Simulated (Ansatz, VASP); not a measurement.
# BN in VASP and in Ansatz

```
B N
1.0
     2.55452    0.00000    0.00000
    -1.27726    2.21228    0.00000
     0.00000    0.00000    4.22455
B N
2 2
Direct
  0.33333 0.66667 0.99969
  0.66667 0.33333 0.49969
  0.33333 0.66667 0.37431
  0.66667 0.33333 0.87431
```

Alike in both runs: task single point; functional PBE; k mesh 12 × 12 × 6; occupations gaussian, width 0.02 eV; no spin polarisation.

```csv
,VASP,Ansatz
version,VASP 6.6.1,Ansatz 0.2.0
potentials or method,"VASP PAW PBE potentials, release 64 (B, N), cutoff 600 eV","scalar-relativistic, plane waves, PAW"
valence electrons in the cell,16,16
```

```tsv
	VASP	Ansatz	Ansatz less VASP
gap on the k mesh at the Fermi level (eV)	5.21	5.23	+0.017
least direct gap on the mesh (eV)	8.24	8.25	+0.007
pressure (GPa)	0.0	0.0	+0.04
```

The functional is the same, so the differences come from potentials, cutoffs and numerics.
